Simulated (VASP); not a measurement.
A run of VASP 6.6.1 is set up as follows.

The input POSCAR:

```
B47N48
1.0
    7.6229900000      0.0000000000      0.0000000000
    0.0000000000      8.8022710000      0.0000000000
    0.0000000000      0.0000000000      8.4065820000
B N
47 48
Direct
    0.9999700000      0.1673600000      0.0002180000
    0.9999480000      0.1679100000      0.4982650000
    0.3331700000      0.1675460000      0.0013710000
    0.3336820000      0.1727150000      0.4972540000
    0.1671480000      0.4161060000      0.0014660000
    0.1726960000      0.4133850000      0.4972960000
    0.0000070000      0.6658450000      0.9996250000
    0.9999940000      0.6643070000      0.4983040000
    0.6667910000      0.1675390000      0.0013870000
    0.6663010000      0.1727260000      0.4972130000
    0.4999840000      0.4167810000      0.0043300000
    0.3340140000      0.6666150000      0.0011990000
    0.3388180000      0.6642430000      0.4972550000
    0.1667020000      0.9170210000      0.9995840000
    0.1658050000      0.9171420000      0.4987210000
    0.8328470000      0.4160960000      0.0014630000
    0.8273380000      0.4132810000      0.4972870000
    0.6660020000      0.6666210000      0.0012020000
    0.6613080000      0.6642120000      0.4972820000
    0.4999850000      0.9173520000      0.9998380000
    0.4999820000      0.9185190000      0.4982130000
    0.8332630000      0.9170220000      0.9995950000
    0.8341170000      0.9171540000      0.4987080000
    0.1667660000      0.0837120000      0.2511540000
    0.1675970000      0.0847080000      0.7488510000
    0.9998380000      0.3351500000      0.2522530000
    0.9999510000      0.3349280000      0.7487440000
    0.4998800000      0.0837650000      0.2506670000
    0.4999410000      0.0848060000      0.7482790000
    0.3328890000      0.3332710000      0.2573960000
    0.3390800000      0.3366410000      0.7483610000
    0.1672660000      0.5829890000      0.2506210000
    0.1680190000      0.5824730000      0.7480710000
    0.9999250000      0.8327280000      0.2497720000
    0.9999300000      0.8329710000      0.7487400000
    0.8330560000      0.0837180000      0.2511660000
    0.8322510000      0.0846970000      0.7488420000
    0.6668640000      0.3332570000      0.2574060000
    0.6608430000      0.3366100000      0.7483950000
    0.4999360000      0.5842030000      0.2570190000
    0.4999740000      0.5775260000      0.7480470000
    0.3327700000      0.8330380000      0.2508640000
    0.3336530000      0.8320920000      0.7485240000
    0.8326230000      0.5830310000      0.2506030000
    0.8319620000      0.5824880000      0.7480860000
    0.6670680000      0.8330650000      0.2508750000
    0.6662410000      0.8321130000      0.7485400000
    0.9999350000      0.1672130000      0.1871270000
    0.9999960000      0.1671450000      0.6869960000
    0.3333210000      0.1649900000      0.1866760000
    0.3335150000      0.1671150000      0.6871820000
    0.1656100000      0.4176970000      0.1867600000
    0.1673900000      0.4168510000      0.6873890000
    0.0000110000      0.6670420000      0.1865650000
    0.0000270000      0.6666080000      0.6864950000
    0.6665650000      0.1649780000      0.1866850000
    0.6664770000      0.1671020000      0.6871550000
    0.4999600000      0.4169650000      0.1893150000
    0.5000150000      0.4168890000      0.7027040000
    0.3316680000      0.6677040000      0.1865690000
    0.3336120000      0.6665950000      0.6869980000
    0.1660250000      0.9168210000      0.1864580000
    0.1663810000      0.9167830000      0.6870180000
    0.8342900000      0.4177270000      0.1867570000
    0.8326230000      0.4168290000      0.6874280000
    0.6683270000      0.6677100000      0.1865740000
    0.6664410000      0.6666230000      0.6870080000
    0.4999680000      0.9161750000      0.1868250000
    0.4999920000      0.9167580000      0.6865690000
    0.8339290000      0.9168170000      0.1864620000
    0.8335950000      0.9167950000      0.6870210000
    0.1640810000      0.0807260000      0.4372100000
    0.1662220000      0.0833320000      0.9370270000
    0.9997930000      0.3346270000      0.4381210000
    0.9999280000      0.3333250000      0.9372830000
    0.4998620000      0.0840100000      0.4362790000
    0.4999070000      0.0836540000      0.9368520000
    0.3188590000      0.3254580000      0.4312560000
    0.3316790000      0.3325780000      0.9411930000
    0.1672130000      0.5832650000      0.4361950000
    0.1667770000      0.5833810000      0.9367100000
    0.9999300000      0.8315670000      0.4366210000
    0.9999180000      0.8331750000      0.9365920000
    0.8357070000      0.0807230000      0.4372170000
    0.8335950000      0.0833170000      0.9370240000
    0.6809660000      0.3254250000      0.4312460000
    0.6681870000      0.3325290000      0.9412230000
    0.5000090000      0.6002940000      0.4309010000
    0.4999390000      0.5853380000      0.9410280000
    0.3308390000      0.8368520000      0.4370050000
    0.3331610000      0.8339450000      0.9367810000
    0.8327400000      0.5833460000      0.4361900000
    0.8331120000      0.5833850000      0.9367200000
    0.6689860000      0.8369430000      0.4369880000
    0.6666630000      0.8339550000      0.9367940000
```

INCAR.step1

```
PREC = Accurate
ENCUT = 520
EDIFF = 1E-5
ISMEAR = -1
SIGMA = 0.05
LREAL = Auto
LASPH = True
NELM = 120
ALGO = Normal
ISIF = 2
LWAVE = True
LCHARG = False
GGA = PE
NELECT = 384.0
ISYM = -1
NBANDS = 244
GGA_COMPAT = False
```

File INCAR.step2:

```
PREC = Accurate
ENCUT = 520
EDIFF = 1E-6
ISMEAR = -1
SIGMA = 0.05
LREAL = Auto
LASPH = True
NELM = 120
ALGO = Normal
ISIF = 2
LWAVE = False
LCHARG = False
GGA = PE
LHFCALC = True
HFSCREEN = 0.2079
PRECFOCK = Fast
ISTART = 1
NELECT = 384.0
ISYM = -1
NBANDS = 244
GGA_COMPAT = False
```

File KPOINTS:

```
explicit points
1
Reciprocal
  0.25000000   0.25000000   0.25000000 1
```

Potentials or basis: VASP PAW PBE potentials, release 64 (B, N).

The run is started by

```console
$ cat potpaw_PBE.64/B/POTCAR potpaw_PBE.64/N/POTCAR > POTCAR
$ cp INCAR.step1 INCAR
$ mpirun -np 1 vasp_std > vasp.out
$ cp INCAR.step2 INCAR
$ mpirun -np 1 vasp_std > vasp.out
```

(1) What does it give for the largest force?

Answers

(1) 0.209 eV/Å.

Caveat: the cell carries a net charge on a neutralising background, which shifts energy and pressure; the PAW data sets were made with another functional, which shifts forces and pressure a little.
